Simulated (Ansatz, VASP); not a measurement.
# One calculation of Na, two programs

INCAR

```
SYSTEM = Na
PREC     = Accurate       ! precision mode
ENCUT    = 520            ! plane-wave cutoff, eV
EDIFF    = 1E-7           ! SCF threshold, eV
ISMEAR   = -1             ! smearing method
SIGMA    = 0.05           ! smearing width, eV
LREAL    = .FALSE.        ! projectors in reciprocal space
LASPH    = .TRUE.         ! aspherical terms in the spheres
NELM     = 60             ! most SCF steps
ALGO     = Normal         ! electronic algorithm
ISIF     = 2              ! what is computed and relaxed
LWAVE    = .FALSE.        ! write WAVECAR
LCHARG   = .FALSE.        ! write CHGCAR
GGA      = PE             ! functional
NBANDS   = 14             ! bands
```

The input KPOINTS:

```
Automatic mesh
0
G
  13 13 7
  0 0 0
```

POSCAR

```
Na
1.0
    3.7670009976     -0.0188350050     -0.0188350050
   -1.8998120916      3.2717360625     -0.0068940903
   -0.0307700000     -0.0307700000      6.1540000000
Na
2
Direct
    0.3333333333      0.6666666667      0.2500000000
    0.6666666667      0.3333333333      0.7500000000
```

Input for Ansatz:

```yaml
crystal:
  lattice:
    - [3.7670009976, -0.018835005, -0.018835005]
    - [-1.8998120916, 3.2717360625, -0.0068940903]
    - [-0.03077, -0.03077, 6.154]
  atoms:
    - { symbol: Na, position: [0.3333333333, 0.6666666667, 0.25] }
    - { symbol: Na, position: [0.6666666667, 0.3333333333, 0.75] }
kpoints:
  mp_grid: { grid: [13, 13, 7] }
  band_path:
    path:
      - [0.0, 0.0, 0.0]
      - [0.0, 0.0, 0.5]
      - [-0.5, 0.5, 0.0]
      - [0.0, 0.0, 0.0]
      - [0.0, -0.5, 0.0]
      - [-0.5, 0.0, 0.5]
      - [0.0, 0.0, 0.0]
      - [-0.5, 0.0, 0.0]
      - [0.0, -0.5, 0.5]
    npoints: 5
scf:
  occupations: { method: fermi_dirac, width: 0.05 }
hamiltonian:
  xc: pbe
  pseudopotentials: { kind: all_electron, lapw: { basis_error: 0.00025 } }
output:
  forces: true
  stress: true
  eigenvalues: true
```

Change from the starting cell: equal xy, yz and zx shear strains of -1 %.

Alike in both runs: task single point; functional PBE; k mesh 13 × 13 × 7; occupations fermi-dirac, width 0.05 eV; no spin polarisation.

|  | VASP | Ansatz |
| --- | --- | --- |
| version | VASP 6.6.1 | Ansatz 0.2.0 |
| potentials or method | VASP PAW PBE potentials, release 64 (Na_pv), cutoff 520 eV | all-electron LAPW, scalar-relativistic |

|  | VASP | Ansatz | Ansatz less VASP |
| --- | --- | --- | --- |
| pressure (GPa) | -0.1 | -0.1 | +0.01 |
| traceless stress, the component that is largest in VASP (GPa) | 0.08 | 0.08 | -0.001 |

Ansatz ran all-electron here, and VASP with PAW potentials.
